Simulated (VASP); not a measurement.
**KI: single point with PBEsol**

KI:

```xyz
2
Lattice="0.0000 3.5025 3.5200 3.5025 0.0000 3.5200 3.5025 3.5025 0.0000" Properties=species:S:1:pos:R:3 pbc="T T T"
K     0.0000    0.0000    0.0000
I     3.5025    3.5025    3.5200
```

This cell differs from its parent crystal: z stretched by +0.5 %, x and y held.

```yaml
Program: VASP 6.6.1
Task: single point
Functional: PBEsol
Potentials_or_basis: VASP PAW PBE potentials, release 64 (K_sv, I)
Cutoff: 520 eV
k_mesh: 6 × 6 × 6
Occupations: gaussian, width 0.01 eV
Spin: non-collinear spin, zero start, spin-orbit coupling
Starting_moments: "[[0.0, 0.0, 0.0], [0.0, 0.0, 0.0]] μB"
```

```yaml
Pressure: 0.0 GPa
Net_moment: 0.00 μB per cell
Valence_electrons_inside_the_program's_atomic_spheres: K 7.55; I 4.33
```

Stress tensor (GPa, compression positive):
```
 0.05  0.00  0.00
 0.00  0.05  0.00
 0.00  0.00 -0.08
```

Moments on the atoms (μB; x, y, z):
```
K   0.00 0.00 0.00
I   0.00 0.00 0.00
```

Run time: 96 s on 1 thread of AMD EPYC 9R45 96-Core Processor (Zen 5), with other jobs on the host, peak memory 0.5 GiB.

Caveat: the cell differs from its parent crystal (z stretched by +0.5 %, x and y held); the PAW data sets were made with another functional, which shifts forces and pressure a little.
